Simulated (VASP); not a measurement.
Write the native input for VASP 6.6.1 that does the following.

```
Task                   : relaxation of cell and atoms
Functional             : PBEsol
Potentials or basis    : VASP PAW PBE potentials, release 64 (B)
Cutoff                 : 600 eV
k mesh                 : 12 × 12 × 28
Occupations            : gaussian, width 0.1 eV
Spin                   : no spin polarisation
Dipole correction      : no
Further INCAR settings : ALGO = Normal; EDIFF = 1e-06; IBRION = 2; EDIFFG = -0.01; NSW = 100; ISIF = 3
```

The structure of B lies in POSCAR:

```
B
1.0
    4.2073252007      0.0000000000      0.0000000000
   -2.1036626004      3.6436505058      0.0000000000
    0.0000000000      0.0000000000      1.6001490720
B
3
Direct
    0.0000000000      0.0000000000      0.0000000000
    0.3333333333      0.6666666667      0.5000000000
    0.6666666667      0.3333333333      0.5000000000
```

This isn't the form of B at room conditions, which is rhombohedral.

These files were run (other wordings do the same):

INCAR

```
PREC     = Accurate       # precision mode
ENCUT    = 600            # plane-wave cutoff, eV
EDIFF    = 1E-6           # SCF threshold, eV
ISMEAR   = 0              # smearing method
SIGMA    = 0.1            # smearing width, eV
LREAL    = F              # projectors in reciprocal space
LASPH    = T              # aspherical terms in the spheres
NELM     = 80             # most SCF steps
ALGO     = Normal         # electronic algorithm
ISIF     = 3              # what is computed and relaxed
LWAVE    = F              # write WAVECAR
LCHARG   = F              # write CHGCAR
GGA      = PS             # functional
IBRION   = 2              # ionic algorithm
NSW      = 100            # ionic steps
EDIFFG   = -0.01          # ionic threshold
```

KPOINTS

```
Automatic mesh
0
Gamma
  12 12 28
```

Potentials or basis: VASP PAW PBE potentials, release 64 (B).

Command:

```console
$ cat potpaw_PBE.64/B/POTCAR > POTCAR
$ mpirun -np 1 vasp_std > vasp.out
```

Results of the run:

```json
{
  "Relaxed volume": "8.11 Å³/atom",
  "Relaxed cell": "a = 4.187 Å, b = 4.187 Å, c = 1.603 Å, α = 90.00°, β = 90.00°, γ = 120.00°",
  "Space group after relaxing (to 0.1 Å)": "P6/mmm (No. 191)",
  "Energy gained by relaxing": "0.3 meV/atom",
  "Ionic steps": "5",
  "Pressure after relaxing": "0.0 GPa",
  "Band gap on the k mesh": "zero (an odd number of electrons rules out a gap without spin polarisation)"
}
```

Caveat: the PAW data sets were made with another functional, which shifts forces and pressure a little.

It took 85 s on 1 thread of Intel(R) Xeon(R) Platinum 8259CL CPU @ 2.50GHz (Skylake/Cascade Lake), with other jobs on the host, peak memory 0.18 GiB.
